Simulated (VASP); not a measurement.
AlN: single point with PBEsol

AlN:

```
Al N
1.0
     3.40060    0.00000    0.00000
    -1.70030    2.94501    0.00000
     0.00000    0.00000    4.30690
Al N
2 2
Direct
  0.33333 0.66667 0.75000
  0.66667 0.33333 0.25000
  0.33333 0.66667 0.25000
  0.66667 0.33333 0.75000
```

```yaml
Program: VASP 6.6.1
Task: single point
Functional: PBEsol
Potentials_or_basis: VASP PAW PBE potentials, release 64 (Al, N)
Cutoff: 520 eV
k_mesh: 9 × 9 × 6
Occupations: gaussian, width 0.05 eV
Spin: no spin polarisation
```

```json
{
  "Pressure": "-17.4 GPa",
  "Band gap on the k mesh": "2.58 eV, direct"
}
```

Stress tensor (GPa, compression positive):
```
-18.02   0.00   0.00
  0.00 -18.02   0.00
  0.00   0.00 -16.05
```

Levels at points of the mesh, in eV from the valence-band top:
| k point | band 6 | band 7 | band 8 | band 9 | band 10 | band 11 |
| --- | --- | --- | --- | --- | --- | --- |
| (0.00, 0.00, 0.00) | -1.48 | -1.48 | 0.00 | 2.58 | 3.70 | 7.72 |
| (0.00, 0.00, 0.50) | -2.30 | -2.30 | -2.30 | 5.06 | 5.06 | 7.95 |

Run time: 18 s on 1 thread of Intel(R) Xeon(R) Platinum 8488C (Sapphire Rapids), on a shared host, peak memory 0.17 GiB.

Caveat: the PAW data sets were made with another functional, which shifts forces and pressure a little. Expect the measured gap to be larger: semilocal functionals such as PBEsol lack the derivative discontinuity.
